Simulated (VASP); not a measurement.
# KCdCO3F (P-6m2) in VASP: further runs

Runs on KCdCO3F. Level: PBE. Tasks: single point.

Program: VASP 6.6.1. These are calculated values, not measurements. Logs are shortened: lines on timing, memory, paths and dates and some standing lists are left out, and cuts for length are marked.

## 1. The cell of the first run

It takes space group P-6m2 (No. 187, hexagonal). Conventional cell: a = 5.028 Å, b = 5.028 Å, c = 4.397 Å, α = 90.00°, β = 90.00°, γ = 120.00°. Within 3.7 Å of K (site symmetry -6m2) lie 6 O at 2.74 Å and 3 F at 2.90 Å and 6 Cd at 3.64 Å and 6 C at 3.64 Å. Within 3.0 Å of Cd (site symmetry -6m2) lie 2 F at 2.20 Å and 6 O at 2.52 Å and 3 C at 2.90 Å. C (site symmetry -6m2) has 3 O at 1.27 Å within 1.7 Å. O (site symmetry mm2) has 1 C at 1.27 Å within 1.7 Å. F (site symmetry -6m2) has 2 Cd at 2.20 Å and 3 K at 2.90 Å within 3.0 Å.

## 2. Single point, PBE (13.75 Å³/atom)

INCAR reads:

```
PREC = Accurate
ENCUT = 520
EDIFF = 1E-7
ISMEAR = 0
SIGMA = 0.01
LREAL = F
LASPH = T
NELM = 100
ALGO = Normal
ISIF = 2
LWAVE = F
LCHARG = F
GGA = PE
NBANDS = 34
```

KPOINTS reads:

```
Automatic mesh
0
Gamma
  6 6 6
```

POSCAR reads:

```
KCdCO3F
1.0
    5.0278216286      0.0000000000      0.0000000000
   -2.5139108143      4.3542212561      0.0000000000
    0.0000000000      0.0000000000      4.3970698057
K Cd C O F
1 1 1 3 1
Direct
    0.0000000000      0.0000000000      0.0000000000
    0.6666666667      0.3333333333      0.5000000000
    0.3333333333      0.6666666667      0.5000000000
    0.1878722204      0.3757444408      0.5000000000
    0.1878722204      0.8121277796      0.5000000000
    0.6242555592      0.8121277796      0.5000000000
    0.6666666667      0.3333333333      0.0000000000
```

Potentials or basis: VASP PAW PBE potentials, release 64 (K_sv, Cd, C, O, F).

Started as:

```sh
> cat potpaw_PBE.64/K_sv/POTCAR potpaw_PBE.64/Cd/POTCAR potpaw_PBE.64/C/POTCAR potpaw_PBE.64/O/POTCAR potpaw_PBE.64/F/POTCAR > POTCAR
> mpirun -np 1 vasp_std > vasp.out
```

OUTCAR:

```text
PREC = Accurate
   ENCUT = 520
   EDIFF = 1E-7
   ISMEAR = 0
   LREAL = F
   LASPH = T
   NELM = 100
   ISIF = 2
   GGA = PE

 ion  position               nearest neighbor table
   1  0.000  0.000  0.000-   6 2.74   6 2.74   5 2.74   5 2.74   4 2.74   4 2.74   2 3.64   2 3.64
                             2 3.64   2 3.64   2 3.64   2 3.64
   2  0.667  0.333  0.500-   7 2.20   7 2.20   4 2.52   6 2.52   5 2.52   5 2.52   4 2.52   6 2.52
                             3 2.90   3 2.90   3 2.90   1 3.64   1 3.64   1 3.64   1 3.64   1 3.64
   3  0.333  0.667  0.500-   5 1.27   6 1.27   4 1.27   2 2.90   2 2.90   2 2.90
   4  0.188  0.376  0.500-   3 1.27   2 2.52   2 2.52   1 2.74   1 2.74
   5  0.188  0.812  0.500-   3 1.27   2 2.52   2 2.52   1 2.74   1 2.74
   6  0.624  0.812  0.500-   3 1.27   2 2.52   2 2.52   1 2.74   1 2.74
   7  0.667  0.333  0.000-   2 2.20   2 2.20

  LATTYP: Found a hexagonal cell.
 ALAT       =     5.0278216286
 C/A-ratio  =     0.8745476929

  Lattice vectors:

 A1 = (   5.0278216286,   0.0000000000,   0.0000000000)
 A2 = (  -2.5139108143,   4.3542212561,   0.0000000000)
 A3 = (   0.0000000000,   0.0000000000,   4.3970698057)

Analysis of symmetry for initial positions (statically):
=====================================================================
 Subroutine PRICEL returns:
 Original cell was already a primitive cell.

 Routine SETGRP: Setting up the symmetry group for a
 hexagonal supercell.

 Subroutine GETGRP returns: Found 12 space group operations
 (whereof 12 operations were pure point group operations)
 out of a pool of 24 trial point group operations.

The static configuration has the point symmetry D_3h.

Analysis of symmetry for dynamics (positions and initial velocities):
=====================================================================
 Subroutine PRICEL returns:
 Original cell was already a primitive cell.

 Routine SETGRP: Setting up the symmetry group for a
 hexagonal supercell.

 Subroutine GETGRP returns: Found 12 space group operations
 (whereof 12 operations were pure point group operations)
 out of a pool of 24 trial point group operations.

The dynamic configuration has the point symmetry D_3h.

 Subroutine INISYM returns: Found 12 space group operations
 (whereof 12 operations are pure point group operations),
 and found     1 'primitive' translations

----------------------------------------------------------------------------------------

[... 107 lines left out ...]
   NFREE  =      0    steps in history (QN), initial steepest desc. (CG)
   ISIF   =      2    stress and relaxation
   ISYM   =      2    0-nonsym 1-usesym 2-fastsym
   POTIM  = 0.5000    time-step for ionic-motion
   TEBEG  =    0.0;   TEEND  =   0.0 temperature during run
   PSTRESS=    0.0 pullay stress
   NELECT =      50.0000    total number of electrons
   NUPDOWN=      -1.0000    fix difference up-down
   EMIN   =  10.00;   EMAX   =-10.00  energy-range for DOS
   EFERMI =   0.00;   METHOD = LEGACY
   ISMEAR =     0;   SIGMA  =   0.01  broadening in eV -4-tet -1-fermi 0-gaus
   EFERMI_NEDOS =   21; number of points for ismear=-14 and -15
   IALGO  =     38    algorithm
   IMIX   =      4    mixing-type and parameters
     AMIX     =   0.40;   BMIX     =  1.00
     AMIX_MAG =   1.60;   BMIX_MAG =  1.00
  volume/ion in A,a.u.               =      13.75        92.80
  Fermi-wavevector in a.u.,A,eV,Ry     =   1.315973  2.486828 23.562359  1.731785
  Thomas-Fermi vector in A             =   2.446118
   LORBIT       =      0    0 simple, 1 ext, 2 COOP (PROOUT), +10 PAW based schemes
   GGA     = PE    functional components
   LHFCALC =     F    Hartree Fock is set to
   AEXX    =    0.0000 exact exchange contribution
   IVDW    =     0    specifies the selected vdW correction
   LEPSILON=     F    determine dielectric tensor
   LRPA    =     F    only Hartree local field effects (RPA)
 non-spin polarized calculation
 Gauss-broadening in eV      SIGMA  =   0.01
  energy-cutoff  :      520.00
  volume of cell :       96.26
 maximum number of plane-waves:      2606
 NGX is ok and might be reduce to    40
   NGX = 19   NGY = 19   NGZ = 17

 number of electron      49.9999996 magnetization

 Free energy of the ion-electron system (eV)
  ---------------------------------------------------
  ext. energy  EPLUGINS =         0.00000000
  ---------------------------------------------------
  free energy    TOTEN  =       -39.65608194 eV

  energy without entropy =      -39.65608194  energy(sigma->0) =      -39.65608194

 E-fermi :   0.3735     XC(G=0):  -9.5141

 val. band max:        0.3118239247   @ k =   0.0000   0.0000   0.5000
 cond. band min:       2.3286833436   @ k =   0.0000   0.0000   0.0000
 fundamental gap:      2.0168594189
 Fermi energy:         0.3734709364

 k-point     1 :       0.0000    0.0000    0.0000
  band No.  band energies     occupation
      1     -27.3847      2.00000
      2     -22.0225      2.00000
      3     -21.5715      2.00000
      4     -18.5659      2.00000
      5     -18.5659      2.00000
      6     -10.9537      2.00000
[... 877 lines left out ...]
     33      10.9423      0.00000
     34      11.1778      0.00000

 [... further k-points ...]

------------------------ aborting loop because EDIFF is reached ----------------------------------------

  FORCE on cell =-STRESS in cart. coord.  units (eV):
  Direction    XX          YY          ZZ          XY          YZ          ZX
  --------------------------------------------------------------------------------------
  -------------------------------------------------------------------------------------
  Total        5.8675826      5.8675826      2.5944020     -0.0000000     -0.0000000      0.0000000
  in kB       97.6598559     97.6598559     43.1811429     -0.0000000     -0.0000000      0.0000000
  external PRESSURE =      79.5002849 kB  Pullay stress =       0.0000000 kB

 VOLUME and BASIS-vectors are now :
 -----------------------------------------------------------------------------
  energy-cutoff  :      520.00
  volume of cell :       96.26
      direct lattice vectors                 reciprocal lattice vectors
     5.027821629  0.000000000  0.000000000     0.198893293  0.114831096  0.000000000
    -2.513910814  4.354221256  0.000000000     0.000000000  0.229662192  0.000000000
     0.000000000  0.000000000  4.397069806     0.000000000  0.000000000  0.227424181

 POSITION                                       TOTAL-FORCE (eV/Angst)
 -----------------------------------------------------------------------------------
      0.00000      0.00000      0.00000        -0.000000      0.000000      0.000000
      2.51391      1.45141      2.19853        -0.000000      0.000000      0.000000
     -0.00000      2.90281      2.19853        -0.000000      0.000000      0.000000
      0.00000      1.63607      2.19853        -0.000000     -1.931515     -0.000000
     -1.09703      3.53618      2.19853        -1.672741      0.965757      0.000000
      1.09703      3.53618      2.19853         1.672741      0.965757      0.000000
      2.51391      1.45141      0.00000        -0.000000      0.000000      0.000000
 -----------------------------------------------------------------------------------
    total drift:                               -0.000004      0.000002      0.000000

  FREE ENERGIE OF THE ION-ELECTRON SYSTEM (eV)
  ---------------------------------------------------
  free  energy   TOTEN  =       -39.6560819418 eV

  energy  without entropy=      -39.6560819418  energy(sigma->0) =      -39.65608194
```

stdout:

```text
POSCAR found type information on POSCAR K CdC O F
 POSCAR found :  5 types and       7 ions
 scaLAPACK will be used
 LDA part: xc-table for (Slater+PW92), standard interpolation
 POSCAR, INCAR and KPOINTS ok, starting setup
 FFT: planning ... GRIDC
 FFT: planning ... GRID_SOFT
 FFT: planning ... GRID
 WAVECAR not read
 entering main loop
```

Run time: 2.6 min. Hardware: 1 thread of Oxide Virtual Turin-like, shared host; peak memory 0.25 GiB.

Results:

| Item | Value |
| --- | --- |
| Free energy | -39.6561 eV |
| Pressure | 8.0 GPa |
| Largest force | 1.932 eV/Å |
| Band gap on the k mesh | 2.02 eV |

Forces on the atoms (eV/Å):
```
K    0.000  0.000  0.000
Cd   0.000  0.000  0.000
C    0.000  0.000  0.000
O    0.000 -1.932  0.000
O   -1.673  0.966  0.000
O    1.673  0.966  0.000
F    0.000  0.000  0.000
```

Caveat: the stress differs along the axes, from 4 to 10 GPa; forces of over 1 eV/Å act on the atoms, so gaps and moduli don't describe the material at rest.

## 3. Single point, PBE

This run uses another cell than the first one, of 13.91 Å³/atom.

INCAR reads:

```
SYSTEM = KCdCO3F
ALGO = Normal
EDIFF = 1E-6
ENCUT = 520
GGA = PE
ISIF = 2
ISMEAR = 0
LASPH = .True.
LCHARG = .False.
LREAL = .False.
LWAVE = .False.
NBANDS = 34
NELM = 60
PREC = Accurate
SIGMA = 0.01
```

KPOINTS reads:

```
k-points
0
Gamma
  6 6 6
  0 0 0
```

POSCAR reads:

```
KCdCO3F
1.0
    5.0419290486      0.0000000000      0.0000000000
   -2.5209645243      4.3664386401      0.0000000000
    0.0000000000      0.0000000000      4.4240642756
K Cd C O F
1 1 1 3 1
Direct
    0.0000000000      0.0000000000      0.0000000000
    0.6666666667      0.3333333333      0.5000000000
    0.3333333333      0.6666666667      0.5000000000
    0.1864134959      0.3728269919      0.5000000000
    0.1864134959      0.8135865041      0.5000000000
    0.6271730081      0.8135865041      0.5000000000
    0.6666666667      0.3333333333      0.0000000000
```

Potentials or basis: VASP PAW PBE potentials, release 64 (K_sv, Cd, C, O, F).

Started as:

```sh
> cat potpaw_PBE.64/K_sv/POTCAR potpaw_PBE.64/Cd/POTCAR potpaw_PBE.64/C/POTCAR potpaw_PBE.64/O/POTCAR potpaw_PBE.64/F/POTCAR > POTCAR
> mpirun -np 1 vasp_std > vasp.out
```

It took 2.3 min on 1 thread of Oxide Virtual Turin-like, shared host; peak memory 0.26 GiB.

Results (log left out):

- Free energy: -39.7483 eV
- Pressure: 4.9 GPa
- Largest force: 0.724 eV/Å
- Band gap on the k mesh: 2.00 eV

Forces on the atoms (eV/Å):
```
K    0.000  0.000  0.000
Cd   0.000  0.000  0.000
C    0.000  0.000  0.000
O    0.000 -0.724  0.000
O   -0.627  0.362  0.000
O    0.627  0.362  0.000
F    0.000  0.000  0.000
```

Stress tensor (GPa, compression positive):
```
5.67 0.00 0.00
0.00 5.67 0.00
0.00 0.00 3.43
```

Levels at points of the mesh, in eV from the valence-band top:
```
           k point  band 22  band 23  band 24  band 25  band 26  band 27  band 28  band 29
(0.00, 0.00, 0.00)    -1.77    -1.51    -1.51     0.00     2.00     5.91     6.36     9.06
(0.50, 0.00, 0.00)    -1.98    -1.48    -1.45    -0.11     4.27     5.95     6.17     8.69
(0.00, 0.00, 0.50)    -1.93    -1.42    -1.42     0.00     4.29     5.20     6.42     9.32
(0.50, 0.00, 0.50)    -1.75    -1.38    -1.29    -0.11     5.79     6.06     7.07     8.01
```

Caveat: the cell stands under pressure. A k mesh can miss the band edges.

## 4. Single point, PBE (14.19 Å³/atom)

This run uses another cell than the first one, of 14.19 Å³/atom.

INCAR reads:

```
PREC = Accurate
ENCUT = 520
EDIFF = 1E-6
ISMEAR = 0
SIGMA = 0.01
LREAL = False
LASPH = True
NELM = 60
ALGO = Normal
ISIF = 2
LWAVE = False
LCHARG = True
GGA = PE
LELF = True
LVHAR = True
NBANDS = 34
```

KPOINTS reads:

```
Automatic mesh
0
Gamma
  6 6 6
```

POSCAR reads:

```
KCdCO3F
1.0
    5.0807499563      0.0000000000      0.0000000000
   -2.5403749782      4.4000585324      0.0000000000
    0.0000000000      0.0000000000      4.4433581526
K Cd C O F
1 1 1 3 1
Direct
    0.0000000000      0.0000000000      0.0000000000
    0.6666666667      0.3333333333      0.5000000000
    0.3333333333      0.6666666667      0.5000000000
    0.1878722204      0.3757444408      0.5000000000
    0.1878722204      0.8121277796      0.5000000000
    0.6242555592      0.8121277796      0.5000000000
    0.6666666667      0.3333333333      0.0000000000
```

Started as:

```sh
> cat potpaw_PBE.64/K_sv/POTCAR potpaw_PBE.64/Cd/POTCAR potpaw_PBE.64/C/POTCAR potpaw_PBE.64/O/POTCAR potpaw_PBE.64/F/POTCAR > POTCAR
> mpirun -np 1 vasp_std > vasp.out
```

It took 3 min on 1 thread of Oxide Virtual Turin-like, shared host; peak memory 0.25 GiB.

Results (log left out):

```
Free energy            : -39.7743 eV
Pressure               : 4.1 GPa
Largest force          : 1.050 eV/Å
Band gap on the k mesh : 1.88 eV
```

Forces on the atoms (eV/Å):
```
K    0.000  0.000  0.000
Cd   0.000  0.000  0.000
C    0.000  0.000  0.000
O    0.000 -1.050  0.000
O   -0.909  0.525  0.000
O    0.909  0.525  0.000
F    0.000  0.000  0.000
```

Stress tensor (GPa, compression positive):
```
5.00 0.00 0.00
0.00 5.00 0.00
0.00 0.00 2.16
```

Levels at points of the mesh, in eV from the valence-band top:
| k point | band 22 | band 23 | band 24 | band 25 | band 26 | band 27 | band 28 | band 29 |
| --- | --- | --- | --- | --- | --- | --- | --- | --- |
| (0.00, 0.00, 0.00) | -1.79 | -1.50 | -1.50 | 0.00 | 1.88 | 5.95 | 6.31 | 8.94 |
| (0.50, 0.00, 0.00) | -1.98 | -1.48 | -1.45 | -0.13 | 4.09 | 5.99 | 6.11 | 8.54 |
| (0.00, 0.00, 0.50) | -1.94 | -1.43 | -1.43 | 0.00 | 4.14 | 5.20 | 6.38 | 9.15 |
| (0.50, 0.00, 0.50) | -1.73 | -1.39 | -1.36 | -0.13 | 5.58 | 6.10 | 6.97 | 7.87 |

Caveat: the cell stands under pressure; forces of over 1 eV/Å act on the atoms, so gaps and moduli don't describe the material at rest. A k mesh can miss the band edges.

## 5. Single point, PBE

This run uses another cell than the first one, of 14.63 Å³/atom.

INCAR reads:

```
SYSTEM = KCdCO3F
PREC = Accurate
ENCUT = 520
EDIFF = 1E-7
ISMEAR = 0
SIGMA = 0.01
LREAL = .FALSE.
LASPH = .TRUE.
NELM = 60
ALGO = Normal
ISIF = 2
LWAVE = .FALSE.
LCHARG = .TRUE.
GGA = PE
LELF = .TRUE.
LVHAR = .TRUE.
NBANDS = 34
```

KPOINTS reads:

```
Automatic mesh
0
G
  6 6 6
  0 0 0
```

Changes to POSCAR since step 4:

```diff
@@ -2,5 +2,5 @@
 1.0
-    5.0807499563      0.0000000000      0.0000000000
-   -2.5403749782      4.4000585324      0.0000000000
-    0.0000000000      0.0000000000      4.4433581526
+    5.1325979246      0.0000000000      0.0000000000
+   -2.5662989623      4.4449601901      0.0000000000
+    0.0000000000      0.0000000000      4.4887016737
 K Cd C O F
```

Started as:

```sh
> cat potpaw_PBE.64/K_sv/POTCAR potpaw_PBE.64/Cd/POTCAR potpaw_PBE.64/C/POTCAR potpaw_PBE.64/O/POTCAR potpaw_PBE.64/F/POTCAR > POTCAR
> mpirun -np 1 vasp_std > vasp.out
```

Wall time 3.4 min (1 thread of Oxide Virtual Turin-like, shared host); peak memory 0.26 GiB.

Results (log left out):

```
Free energy            : -39.8233 eV
Pressure               : 0.7 GPa
Largest force          : 0.258 eV/Å
Band gap on the k mesh : 1.75 eV
```

Forces on the atoms (eV/Å):
```
K    0.000  0.000  0.000
Cd   0.000  0.000  0.000
C    0.000  0.000  0.000
O    0.000 -0.258  0.000
O   -0.224  0.129  0.000
O    0.224  0.129  0.000
F    0.000  0.000  0.000
```

Stress tensor (GPa, compression positive):
```
0.92 0.00 0.00
0.00 0.92 0.00
0.00 0.00 0.35
```

Levels at points of the mesh, in eV from the valence-band top:
```tsv
k point	band 22	band 23	band 24	band 25	band 26	band 27	band 28	band 29
(0.00, 0.00, 0.00)	-1.75	-1.44	-1.44	0.00	1.75	5.81	6.25	8.86
(0.50, 0.00, 0.00)	-1.91	-1.42	-1.40	-0.15	3.91	5.87	6.06	8.40
(0.00, 0.00, 0.50)	-1.90	-1.37	-1.37	0.00	3.93	5.10	6.31	9.03
(0.50, 0.00, 0.50)	-1.66	-1.40	-1.34	-0.15	5.36	5.96	6.88	7.69
```

A k mesh can miss the band edges. Expect the measured gap to be larger: semilocal functionals such as PBE lack the derivative discontinuity.

## 6. Single point, PBE (15.07 Å³/atom)

This run uses another cell than the first one, of 15.07 Å³/atom.

INCAR reads:

```
PREC     = Accurate       # precision mode
ENCUT    = 520            # plane-wave cutoff, eV
EDIFF    = 1E-7           # SCF threshold, eV
ISMEAR   = 0              # smearing method
SIGMA    = 0.01           # smearing width, eV
LREAL    = False          # projectors in reciprocal space
LASPH    = True           # aspherical terms in the spheres
NELM     = 80             # most SCF steps
ALGO     = Normal         # electronic algorithm
ISIF     = 2              # what is computed and relaxed
LWAVE    = False          # write WAVECAR
LCHARG   = False          # write CHGCAR
GGA      = PE             # functional
NBANDS   = 34             # bands
```

KPOINTS reads:

```
regular mesh
0
Gamma
  6 6 6
```

Changes to POSCAR since step 5:

```diff
@@ -2,5 +2,5 @@
 1.0
-    5.1325979246      0.0000000000      0.0000000000
-   -2.5662989623      4.4449601901      0.0000000000
-    0.0000000000      0.0000000000      4.4887016737
+    5.1834190310      0.0000000000      0.0000000000
+   -2.5917095155      4.4889725593      0.0000000000
+    0.0000000000      0.0000000000      4.5331471550
 K Cd C O F
```

Potentials or basis: VASP PAW PBE potentials, release 64 (K_sv, Cd, C, O, F).

Started as:

```sh
> cat potpaw_PBE.64/K_sv/POTCAR potpaw_PBE.64/Cd/POTCAR potpaw_PBE.64/C/POTCAR potpaw_PBE.64/O/POTCAR potpaw_PBE.64/F/POTCAR > POTCAR
> mpirun -np 1 vasp_std > vasp.out
```

It took 2.9 min on 1 thread of Oxide Virtual Turin-like, shared host; peak memory 0.26 GiB.

It converged, with:

- Free energy: -39.8133 eV
- Pressure: -2.1 GPa
- Largest force: 0.454 eV/Å
- Band gap on the k mesh: 1.63 eV

Forces in eV/Å, atoms in the order of the input:
```
K    0.000  0.000  0.000
Cd   0.000  0.000  0.000
C    0.000  0.000  0.000
O    0.000  0.454  0.000
O    0.393 -0.227  0.000
O   -0.393 -0.227  0.000
F    0.000  0.000  0.000
```

Stress tensor (GPa, compression positive):
```
-2.56  0.00  0.00
 0.00 -2.56  0.00
 0.00  0.00 -1.17
```

Levels at points of the mesh, in eV from the valence-band top:
```tsv
k point	band 21	band 22	band 23	band 24	band 25	band 26	band 27	band 28	band 29	band 30
(0.00, 0.00, 0.00)	-1.71	-1.71	-1.38	-1.38	0.00	1.63	5.68	6.20	8.78	8.78
(0.50, 0.00, 0.00)	-2.83	-1.85	-1.36	-1.36	-0.16	3.73	5.75	6.01	8.27	9.31
(0.00, 0.00, 0.50)	-1.86	-1.86	-1.32	-1.32	0.00	3.74	5.01	6.24	8.91	8.91
(0.50, 0.00, 0.50)	-2.09	-1.60	-1.42	-1.29	-0.16	5.15	5.82	6.78	7.53	8.23
```

## 7. Overview

| cell | gap on the mesh (eV) | pressure (GPa) | largest force (eV/Å) |
| --- | --- | --- | --- |
| a = 5.028, b = 5.028, c = 4.397 Å, angles 90.0, 90.0, 120.0°, 7 atoms, atomic positions A | 2.02 | 8.0 | 1.93 |
| a = 5.042, b = 5.042, c = 4.424 Å, angles 90.0, 90.0, 120.0°, 7 atoms, atomic positions B | 2.00 | 4.9 | 0.72 |
| a = 5.081, b = 5.081, c = 4.443 Å, angles 90.0, 90.0, 120.0°, 7 atoms, atomic positions A | 1.88 | 4.1 | 1.05 |
| a = 5.133, b = 5.133, c = 4.489 Å, angles 90.0, 90.0, 120.0°, 7 atoms, atomic positions A | 1.75 | 0.7 | 0.26 |
| a = 5.183, b = 5.183, c = 4.533 Å, angles 90.0, 90.0, 120.0°, 7 atoms, atomic positions A | 1.63 | -2.1 | 0.45 |

Alike in all rows: task single point; level PBE; potentials or basis VASP PAW PBE potentials, release 64 (K_sv, Cd, C, O, F); no spin polarisation; k mesh 6 × 6 × 6; cutoff (eV) 520; smearing gaussian 0.01 eV.

Caveats: forces of over 1 eV/Å act on the atoms, so gaps and moduli don't describe the material at rest (at least some runs); the cell stands under pressure (at least some runs); the stress differs along the axes, from 4 to 10 GPa (at least some runs).

Total energies depend on the potentials used, so only differences within one code and one set of settings carry meaning.
